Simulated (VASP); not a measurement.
Set up this calculation in VASP 6.6.1, as the native input.

```
Task                   : single point
Functional             : PBE
Potentials or basis    : VASP PAW PBE potentials, release 64 (Hf_pv, Sc_sv, O)
Cutoff                 : 520 eV
k mesh                 : 12 × 12 × 10
Occupations            : gaussian, width 0.1 eV
Spin                   : no spin polarisation
Dipole correction      : no
Further INCAR settings : ALGO = Normal; EDIFF = 1e-06; NBANDS = 34
```

The structure of HfSc2O3 lies in POSCAR:

```
HfSc2O3
1.0
    4.5946678502      0.0000000000      0.0000000000
   -2.2973339251      3.9790990802      0.0000000000
    0.0000000000      0.0000000000      4.1726005633
Hf Sc O
1 2 3
Direct
    0.0000000000      0.0000000000      0.5000000000
    0.3333333333      0.6666666667      0.0000000000
    0.6666666667      0.3333333333      0.0000000000
    0.3333333333      0.6666666667      0.5000000000
    0.6666666667      0.3333333333      0.5000000000
    0.0000000000      0.0000000000      0.0000000000
```

The input as run:

INCAR

```
ALGO = Normal ; EDIFF = 1E-6
ENCUT = 520 ; GGA = PE
ISIF = 2 ; ISMEAR = 0
LASPH = True ; LCHARG = False
LREAL = False ; LWAVE = False
NBANDS = 34 ; NELM = 60
PREC = Accurate ; SIGMA = 0.1
```

KPOINTS

```
k-points
0
Gamma
  12 12 10
```

Potentials or basis: VASP PAW PBE potentials, release 64 (Hf_pv, Sc_sv, O).

Command:

```sh
$ cat potpaw_PBE.64/Hf_pv/POTCAR potpaw_PBE.64/Sc_sv/POTCAR potpaw_PBE.64/O/POTCAR > POTCAR
$ mpirun -np 1 vasp_std > vasp.out
```

It gave:

```yaml
Pressure: -0.4 GPa
Band_gap_on_the_k_mesh: zero (band 25 reaches 7.73 eV, above the bottom of band 26 at 6.04 eV)
```

Caveat: spin-orbit coupling is left out, which moves the levels of the heavy elements.

Wall time 4 min on 1 thread of Intel(R) Xeon(R) Platinum 8488C (Sapphire Rapids), with other jobs on the host, peak memory 0.39 GiB.
